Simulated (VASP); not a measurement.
# BaTiO3 (P4mm) in VASP: further runs, part 2 of 2

VASP 6.6.1. Earlier steps stand in the parts before.

## (3) Single point, PBEsol (equal xx and yy strain of +2 %)

The input, INCAR:

```
SYSTEM = BaTiO3
  PREC = Accurate
  ENCUT = 520
  EDIFF = 1E-6
  ISMEAR = -1
  SIGMA = 0.08
  LREAL = .FALSE.
  LASPH = .TRUE.
  NELM = 100
  ALGO = Normal
  ISIF = 2
  LWAVE = .FALSE.
  LCHARG = .FALSE.
  GGA = PS
  NBANDS = 28
```

The input, KPOINTS:

```
Automatic mesh
0
G
  7 7 7
  0 0 0
```

The input, POSCAR:

```
BaTiO3
1.0
    4.0797960000      0.0000000000      0.0000000000
    0.0000000000      4.0797960000      0.0000000000
    0.0000000000      0.0000000000      4.0180000000
Ba Ti O
1 1 3
Direct
    0.0000000000      0.0000000000      0.0000000000
    0.5000000000      0.5000000000      0.4820000000
    0.5000000000      0.5000000000      0.0160000000
    0.5000000000      0.0000000000      0.5150000000
    0.0000000000      0.5000000000      0.5150000000
```

Potentials or basis: VASP PAW PBE potentials, release 64 (Ba_sv, Ti_sv, O).

The run is started by

```console
cat potpaw_PBE.64/Ba_sv/POTCAR potpaw_PBE.64/Ti_sv/POTCAR potpaw_PBE.64/O/POTCAR > POTCAR
mpirun -np 1 vasp_std > vasp.out
```

OUTCAR:

```text
SYSTEM = BaTiO3
   PREC = Accurate
   ENCUT = 520
   EDIFF = 1E-6
   ISMEAR = -1
   LREAL = .FALSE.
   LASPH = .TRUE.
   NELM = 100
   ISIF = 2
   GGA = PS

 ion  position               nearest neighbor table
   1  0.000  0.000  0.000-   4 2.82   5 2.82   5 2.82   4 2.82   3 2.89   3 2.89   3 2.89   3 2.89
                             4 2.91   5 2.91   5 2.91   4 2.91   2 3.47   2 3.47   2 3.47   2 3.47
   2  0.500  0.500  0.482-   3 1.87   4 2.04   5 2.04   4 2.04   5 2.04   3 2.15   1 3.47   1 3.47
                             1 3.47   1 3.47   1 3.56   1 3.56   1 3.56   1 3.56
   3  0.500  0.500  0.016-   2 1.87   2 2.15   1 2.89   1 2.89   1 2.89   1 2.89
   4  0.500  0.000  0.515-   2 2.04   2 2.04   1 2.82   1 2.82   1 2.91   1 2.91
   5  0.000  0.500  0.515-   2 2.04   2 2.04   1 2.82   1 2.82   1 2.91   1 2.91

  LATTYP: Found a simple tetragonal cell.
 ALAT       =     4.0797960000
 C/A-ratio  =     0.9848531642

  Lattice vectors:

 A1 = (   4.0797960000,   0.0000000000,   0.0000000000)
 A2 = (   0.0000000000,   4.0797960000,   0.0000000000)
 A3 = (   0.0000000000,   0.0000000000,   4.0180000000)

Analysis of symmetry for initial positions (statically):
=====================================================================
 Subroutine PRICEL returns:
 Original cell was already a primitive cell.

 Routine SETGRP: Setting up the symmetry group for a
 simple tetragonal supercell.

 Subroutine GETGRP returns: Found  8 space group operations
 (whereof  8 operations were pure point group operations)
 out of a pool of 16 trial point group operations.

The static configuration has the point symmetry C_4v.

Analysis of symmetry for dynamics (positions and initial velocities):
=====================================================================
 Subroutine PRICEL returns:
 Original cell was already a primitive cell.

 Routine SETGRP: Setting up the symmetry group for a
 simple tetragonal supercell.

 Subroutine GETGRP returns: Found  8 space group operations
 (whereof  8 operations were pure point group operations)
 out of a pool of 16 trial point group operations.

The dynamic configuration has the point symmetry C_4v.

 Subroutine INISYM returns: Found  8 space group operations
 (whereof  8 operations are pure point group operations),
 and found     1 'primitive' translations

----------------------------------------------------------------------------------------

                                     Primitive cell

  volume of cell :      66.8785

  direct lattice vectors                    reciprocal lattice vectors
     4.079796000  0.000000000  0.000000000     0.245110295  0.000000000  0.000000000
     0.000000000  4.079796000  0.000000000     0.000000000  0.245110295  0.000000000
     0.000000000  0.000000000  4.018000000     0.000000000  0.000000000  0.248880040

  length of vectors
     4.079796000  4.079796000  4.018000000     0.245110295  0.245110295  0.248880040

  position of ions in fractional coordinates (direct lattice)
     0.000000000  0.000000000  0.000000000
     0.500000000  0.500000000  0.482000000
     0.500000000  0.500000000  0.016000000
     0.500000000  0.000000000  0.515000000
     0.000000000  0.500000000  0.515000000

  ion indices of the primitive-cell ions
   primitive index   ion index
                 1           1
                 2           2
                 3           3
                 4           4
                 5           5

----------------------------------------------------------------------------------------

 KPOINTS: Automatic mesh

Automatic generation of k-mesh.
 Grid dimensions read from file:
 generate k-points for:    7    7    7

 Generating k-lattice:

  Cartesian coordinates                     Fractional coordinates (reciprocal lattice)
     0.035015756  0.000000000  0.000000000     0.142857143  0.000000000  0.000000000
     0.000000000  0.035015756  0.000000000     0.000000000  0.142857143  0.000000000
     0.000000000  0.000000000  0.035554291     0.000000000  0.000000000  0.142857143

  Length of vectors
     0.035015756  0.035015756  0.035554291

  Shift w.r.t. Gamma in fractional coordinates (k-lattice)
     0.000000000  0.000000000  0.000000000

 Subroutine IBZKPT returns following result:
 ===========================================

 Found     40 irreducible k-points:

 Following reciprocal coordinates:
            Coordinates               Weight
  0.000000  0.000000  0.000000      1.000000
  0.142857  0.000000  0.000000      4.000000
  0.285714  0.000000  0.000000      4.000000
  0.428571  0.000000  0.000000      4.000000
  0.142857  0.142857  0.000000      4.000000
  0.285714  0.142857  0.000000      8.000000
[... 16 lines left out ...]
  0.285714  0.000000  0.285714      8.000000
  0.428571  0.000000  0.285714      8.000000
 [... further k-points ...]
   k-points           NKPTS =     40   k-points in BZ     NKDIM =     40   number of bands    NBANDS=     28
   number of dos      NEDOS =    301   number of ions     NIONS =      5
   total plane-waves  NPLWV =  27000
   dimension x,y,z NGX =    30 NGY =   30 NGZ =   30
   dimension x,y,z NGXF=    60 NGYF=   60 NGZF=   60
   ions per type =               1   1   3
   NGX,Y,Z   is equivalent  to a cutoff of  12.22, 12.22, 12.41 a.u.
   NGXF,Y,Z  is equivalent  to a cutoff of  24.45, 24.45, 24.83 a.u.
 SYSTEM =  BaTiO3
   PREC   = accura    normal or accurate (medium, high low for compatibility)
   ISTART =      0    job   : 0-new  1-cont  2-samecut
   ICHARG =      2    charge: 1-file 2-atom 10-const
   ISPIN  =      1    spin polarized calculation?
   LNONCOLLINEAR =      F non collinear calculations
   LSORBIT =      F    spin-orbit coupling
   LASPH  =      T    aspherical Exc in radial PAW
   ENCUT  =  520.0 eV  38.22 Ry    6.18 a.u.   7.59  7.59  7.47*2*pi/ulx,y,z
   NELM   =    100;   NELMIN=  2; NELMDL= -5     # of ELM steps
   EDIFF  = 0.1E-05   stopping-criterion for ELM
   LREAL  =      F    real-space projection
[... 7 lines left out ...]
   TEBEG  =    0.0;   TEEND  =   0.0 temperature during run
   PSTRESS=    0.0 pullay stress
   NELECT =      40.0000    total number of electrons
   NUPDOWN=      -1.0000    fix difference up-down
   EMIN   =  10.00;   EMAX   =-10.00  energy-range for DOS
   EFERMI =   0.00;   METHOD = LEGACY
   ISMEAR =    -1;   SIGMA  =   0.08  broadening in eV -4-tet -1-fermi 0-gaus
   EFERMI_NEDOS =   21; number of points for ismear=-14 and -15
   IALGO  =     38    algorithm
   IMIX   =      4    mixing-type and parameters
     AMIX     =   0.40;   BMIX     =  1.00
     AMIX_MAG =   1.60;   BMIX_MAG =  1.00
  volume/ion in A,a.u.               =      13.38        90.26
  Fermi-wavevector in a.u.,A,eV,Ry     =   1.379323  2.606542 25.885507  1.902531
  Thomas-Fermi vector in A             =   2.504303
   LORBIT       =      0    0 simple, 1 ext, 2 COOP (PROOUT), +10 PAW based schemes
   GGA     = PS    functional components
   LHFCALC =     F    Hartree Fock is set to
   AEXX    =    0.0000 exact exchange contribution
   IVDW    =     0    specifies the selected vdW correction
   LEPSILON=     F    determine dielectric tensor
   LRPA    =     F    only Hartree local field effects (RPA)
 non-spin polarized calculation
  energy-cutoff  :      520.00
  volume of cell :       66.88
 maximum number of plane-waves:      1823
   NGX = 15   NGY = 15   NGZ = 15

 number of electron      39.9999986 magnetization

 Free energy of the ion-electron system (eV)
  ---------------------------------------------------
  ext. energy  EPLUGINS =         0.00000000
  ---------------------------------------------------
  free energy    TOTEN  =       -41.89403241 eV

  energy without entropy =      -41.89402982  energy(sigma->0) =      -41.89403111

 E-fermi :   4.2725     XC(G=0): -11.2909

 val. band max:        3.3066517116   @ k =   0.4286   0.4286   0.4286
 cond. band min:       5.0500733449   @ k =   0.0000   0.0000   0.0000
 fundamental gap:      1.7434216333
 Fermi energy:         4.2725367722

 k-point     1 :       0.0000    0.0000    0.0000
  band No.  band energies     occupation
      1     -53.0651      2.00000
      2     -29.4158      2.00000
      3     -29.3658      2.00000
      4     -29.3658      2.00000
      5     -21.4997      2.00000
      6     -13.3770      2.00000
[... 733 lines left out ...]
     27      11.5194      0.00000
     28      11.9117      0.00000

 [... further k-points ...]

------------------------ aborting loop because EDIFF is reached ----------------------------------------

  FORCE on cell =-STRESS in cart. coord.  units (eV):
  Direction    XX          YY          ZZ          XY          YZ          ZX
  --------------------------------------------------------------------------------------
  -------------------------------------------------------------------------------------
  Total       -3.8670000     -3.8670000     -1.9326462      0.0000000     -0.0000000      0.0000000
  in kB      -92.6398667    -92.6398667    -46.2994806      0.0000000     -0.0000000      0.0000000
  external PRESSURE =     -77.1930713 kB  Pullay stress =       0.0000000 kB

 VOLUME and BASIS-vectors are now :
 -----------------------------------------------------------------------------
  energy-cutoff  :      520.00
  volume of cell :       66.88
      direct lattice vectors                 reciprocal lattice vectors
     4.079796000  0.000000000  0.000000000     0.245110295  0.000000000  0.000000000
     0.000000000  4.079796000  0.000000000     0.000000000  0.245110295  0.000000000
     0.000000000  0.000000000  4.018000000     0.000000000  0.000000000  0.248880040

 POSITION                                       TOTAL-FORCE (eV/Angst)
 -----------------------------------------------------------------------------------
      0.00000      0.00000      0.00000         0.000000     -0.000000     -0.088178
      2.03990      2.03990      1.93668         0.000000      0.000000     -0.005929
      2.03990      2.03990      0.06429         0.000000     -0.000000      0.454273
      2.03990      0.00000      2.06927         0.000000     -0.000000     -0.180083
      0.00000      2.03990      2.06927        -0.000000     -0.000000     -0.180083
 -----------------------------------------------------------------------------------
    total drift:                                0.000000      0.000000     -0.000018

  FREE ENERGIE OF THE ION-ELECTRON SYSTEM (eV)
  ---------------------------------------------------
  free  energy   TOTEN  =       -41.8940324095 eV

  energy  without entropy=      -41.8940298174  energy(sigma->0) =      -41.89403111
```

OSZICAR:

```text
N       E                     dE             d eps       ncg     rms          rms(c)
DAV:   1     0.425994528538E+03    0.42599E+03   -0.20896E+04  2240   0.153E+03
DAV:   2    -0.757199501121E+01   -0.43357E+03   -0.41350E+03  2580   0.422E+02
DAV:   3    -0.501977633227E+02   -0.42626E+02   -0.42272E+02  3136   0.131E+02
DAV:   4    -0.521955752897E+02   -0.19978E+01   -0.19934E+01  3348   0.242E+01
DAV:   5    -0.522646546829E+02   -0.69079E-01   -0.69067E-01  3056   0.334E+00    0.220E+01
DAV:   6    -0.422512985362E+02    0.10013E+02   -0.54918E+01  3324   0.640E+01    0.100E+01
DAV:   7    -0.421242700543E+02    0.12703E+00   -0.10776E+01  3036   0.232E+01    0.656E+00
DAV:   8    -0.419011053945E+02    0.22316E+00   -0.71446E-01  2744   0.760E+00    0.318E+00
DAV:   9    -0.419277726043E+02   -0.26667E-01   -0.35304E-01  3260   0.480E+00    0.167E+00
DAV:  10    -0.418978961452E+02    0.29876E-01   -0.17865E-01  2672   0.425E+00    0.544E-01
DAV:  11    -0.418941019525E+02    0.37942E-02   -0.15092E-02  2756   0.753E-01    0.123E-01
DAV:  12    -0.418940977142E+02    0.42383E-05   -0.83251E-04  2656   0.192E-01    0.604E-02
DAV:  13    -0.418940303895E+02    0.67325E-04   -0.38478E-04  2820   0.198E-01    0.284E-02
DAV:  14    -0.418940347517E+02   -0.43622E-05   -0.64582E-05  2784   0.659E-02    0.142E-02
DAV:  15    -0.418940328122E+02    0.19395E-05   -0.17622E-05  2904   0.393E-02    0.724E-03
DAV:  16    -0.418940324095E+02    0.40276E-06   -0.21680E-06  1856   0.141E-02
   1 F= -.41894032E+02 E0= -.41894031E+02  d E =-.259206E-05
```

Wall time 2 min (1 thread of Intel Xeon 8259CL, shared host); peak memory 0.22 GiB.

What came out:

- Free energy: -41.8940 eV
- Pressure: -7.7 GPa
- Largest force: 0.454 eV/Å
- Band gap on the k mesh: 1.74 eV (least direct gap 1.98 eV)

Forces in eV/Å, atoms in the order of the input:
```
Ba   0.000  0.000 -0.088
Ti   0.000  0.000 -0.006
O    0.000  0.000  0.454
O    0.000  0.000 -0.180
O    0.000  0.000 -0.180
```

Levels at points of the mesh, in eV from the valence-band top:
| k point | band 17 | band 18 | band 19 | band 20 | band 21 | band 22 | band 23 | band 24 |
| --- | --- | --- | --- | --- | --- | --- | --- | --- |
| (0.00, 0.00, 0.00) | -0.94 | -0.26 | -0.24 | -0.24 | 1.74 | 2.06 | 2.06 | 3.79 |

Caveat: the cell differs from its parent crystal (equal xx and yy strain of +2 %); the cell stands under tension; the PAW data sets were made with another functional, which shifts forces and pressure a little; spin-orbit coupling is left out, which moves the levels of the heavy elements. A k mesh can miss the band edges.
